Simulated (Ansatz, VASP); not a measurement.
# SiC: VASP beside Ansatz

The input INCAR:

```
SYSTEM = SiC
PREC = Accurate ; ENCUT = 520
EDIFF = 1E-6 ; ISMEAR = 0
SIGMA = 0.02 ; LREAL = .FALSE.
LASPH = .TRUE. ; NELM = 60
ALGO = Normal ; ISIF = 2
LWAVE = .FALSE. ; LCHARG = .FALSE.
GGA = CA ; NBANDS = 36
```

The input KPOINTS:

```
Automatic mesh
0
G
  12 12 2
  0 0 0
```

POSCAR

```
SiC
1.0
    3.0592956146      0.0000000029      0.0000000000
   -1.5296478098      2.6494277185      0.0000000000
    0.0000000000      0.0000000000     15.0117117712
Si C
6 6
Direct
    0.3333333333      0.6666666667      0.8329904607
    0.6666666667      0.3333333333      0.3329904607
    0.6666666667      0.3333333333      0.6665017724
    0.3333333333      0.6666666667      0.1665017724
    0.0000000000      0.0000000000      0.4997210958
    0.0000000000      0.0000000000      0.9997210958
    0.0000000000      0.0000000000      0.8743700249
    0.0000000000      0.0000000000      0.3743700249
    0.3333333333      0.6666666667      0.7080047640
    0.6666666667      0.3333333333      0.2080047640
    0.6666666667      0.3333333333      0.5415128822
    0.3333333333      0.6666666667      0.0415128822
```

Input for Ansatz:

```yaml
crystal:
  lattice:
    - [3.059295623, 2.9e-09, 0.0]
    - [-1.529647814, 2.6494277257, 0.0]
    - [0.0, 0.0, 15.0117117899]
  atoms:
    - { symbol: Si, position: [0.3333333333, 0.6666666667, 0.8329904609] }
    - { symbol: Si, position: [0.6666666667, 0.3333333333, 0.3329904609] }
    - { symbol: Si, position: [0.6666666667, 0.3333333333, 0.6665017718] }
    - { symbol: Si, position: [0.3333333333, 0.6666666667, 0.1665017718] }
    - { symbol: Si, position: [0.0, 0.0, 0.4997210962] }
    - { symbol: Si, position: [0.0, 0.0, 0.9997210962] }
    - { symbol: C, position: [0.0, 0.0, 0.8743700255] }
    - { symbol: C, position: [0.0, 0.0, 0.3743700255] }
    - { symbol: C, position: [0.3333333333, 0.6666666667, 0.7080047637] }
    - { symbol: C, position: [0.6666666667, 0.3333333333, 0.2080047637] }
    - { symbol: C, position: [0.6666666667, 0.3333333333, 0.5415128819] }
    - { symbol: C, position: [0.3333333333, 0.6666666667, 0.0415128819] }
basis:
  ecutwfc: 420
kpoints:
  mp_grid: { grid: [12, 12, 2] }
  band_path: { path: [VBM, CBM], npoints: 2 }
hamiltonian:
  xc: lda
scf:
  occupations: { method: gaussian, width: 0.02 }
output:
  forces: true
  stress: true
  eigenvalues: true
```

Alike in both runs: task single point; functional LDA; k mesh 12 × 12 × 2; occupations gaussian, width 0.02 eV; no spin polarisation.

|  | VASP | Ansatz |
| --- | --- | --- |
| version | VASP 6.6.1 | Ansatz 0.2.0 |
| potentials or method | VASP PAW LDA potentials, release 64 (Si, C), cutoff 520 eV | scalar-relativistic, plane waves, PAW |
| valence electrons in the cell | 48 | 48 |

Ansatz gave:

```
gap on the k mesh at the Fermi level (eV) : 1.98
least direct gap on the mesh (eV)         : 3.08
pressure (GPa)                            : 0.0
```

**Question.** What did VASP give for the same quantities?

**Answer.** gap on the k mesh at the Fermi level (eV): 1.97; least direct gap on the mesh (eV): 3.07; pressure (GPa): 0.4.

LDA's correlation is that of Perdew and Zunger in VASP and of Perdew and Wang (1992) in Ansatz.
